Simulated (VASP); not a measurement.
Write the native input for VASP 6.6.1 that does the following.

```yaml
Task: single point
Functional: PBE-based screened hybrid with 25 % exact exchange
Potentials_or_basis: VASP PAW PBE potentials, release 64 (Nb_sv, Si)
Cutoff: 520 eV
k_mesh: 4 × 4 × 4
Occupations: fermi-dirac, width 0.05 eV
Spin: no spin polarisation
Dipole_correction: no
Grid_for_exact_exchange_PRECFOCK: Normal
Share_of_exact_exchange: 0.25
Further_INCAR_settings: ALGO = Normal; EDIFF = 1e-06; NBANDS = 16
Screening_parameter: 0.15 1/Å
```

The system is NbSi.

```xyz
2
Lattice="3.1564 0.0000 0.0000 0.0000 3.1564 0.0000 0.0000 0.0000 3.1564" Properties=species:S:1:pos:R:3 pbc="T T T"
Nb    0.0000    0.0000    0.0000
Si    1.5782    1.5782    1.5782
```

One way to write it, as run:

POSCAR

```
NbSi
1.0
    3.1564400000      0.0000000000      0.0000000000
    0.0000000000      3.1564400000      0.0000000000
    0.0000000000      0.0000000000      3.1564400000
Nb Si
1 1
Direct
    0.0000000000      0.0000000000      0.0000000000
    0.5000000000      0.5000000000      0.5000000000
```

INCAR.step1

```
SYSTEM = NbSi
ALGO     = Normal         ! electronic algorithm
EDIFF    = 1E-5           ! SCF threshold, eV
ENCUT    = 520            ! plane-wave cutoff, eV
GGA      = PE             ! functional
ISIF     = 2              ! what is computed and relaxed
ISMEAR   = -1             ! smearing method
LASPH    = .TRUE.         ! aspherical terms in the spheres
LREAL    = .FALSE.        ! projectors in reciprocal space
LWAVE    = .TRUE.         ! write WAVECAR
NBANDS   = 16             ! bands
NELM     = 100            ! most SCF steps
PREC     = Accurate       ! precision mode
SIGMA    = 0.05           ! smearing width, eV
```

INCAR.step2

```
SYSTEM = NbSi
AEXX     = 0.25           ! exact-exchange fraction
ALGO     = Normal         ! electronic algorithm
EDIFF    = 1E-6           ! SCF threshold, eV
ENCUT    = 520            ! plane-wave cutoff, eV
GGA      = PE             ! functional
HFSCREEN = 0.15           ! screening, 1/A
ISIF     = 2              ! what is computed and relaxed
ISMEAR   = -1             ! smearing method
ISTART   = 1            
LASPH    = .TRUE.         ! aspherical terms in the spheres
LCHARG   = .TRUE.         ! write CHGCAR
LELF     = .TRUE.         ! ELF
LHFCALC  = .TRUE.         ! exact exchange
LREAL    = .FALSE.        ! projectors in reciprocal space
LVHAR    = .TRUE.       
LWAVE    = .FALSE.        ! write WAVECAR
NBANDS   = 16             ! bands
NELM     = 100            ! most SCF steps
PREC     = Accurate       ! precision mode
PRECFOCK = Normal       
SIGMA    = 0.05           ! smearing width, eV
```

KPOINTS

```
k-points
0
G
  4 4 4
  0 0 0
```

Potentials or basis: VASP PAW PBE potentials, release 64 (Nb_sv, Si).

Run with:

```sh
$ cat potpaw_PBE.64/Nb_sv/POTCAR potpaw_PBE.64/Si/POTCAR > POTCAR
$ cp INCAR.step1 INCAR
$ mpirun -np 1 vasp_std > vasp.out
$ cp INCAR.step2 INCAR
$ mpirun -np 1 vasp_std > vasp.out
```

It gave:

```yaml
Pressure: -2.0 GPa
Band_gap_on_the_k_mesh: zero (an odd number of electrons rules out a gap without spin polarisation)
```

Caveat: the k points lie up to 0.50 Å⁻¹ apart, too coarse for converged energies and pressures of a metal; the PAW data sets were made with another functional, which shifts forces and pressure a little.

Wall time 5.2 min on 1 thread of Intel(R) Xeon(R) Platinum 8259CL CPU @ 2.50GHz (Skylake/Cascade Lake), on a shared host, peak memory 0.24 GiB.
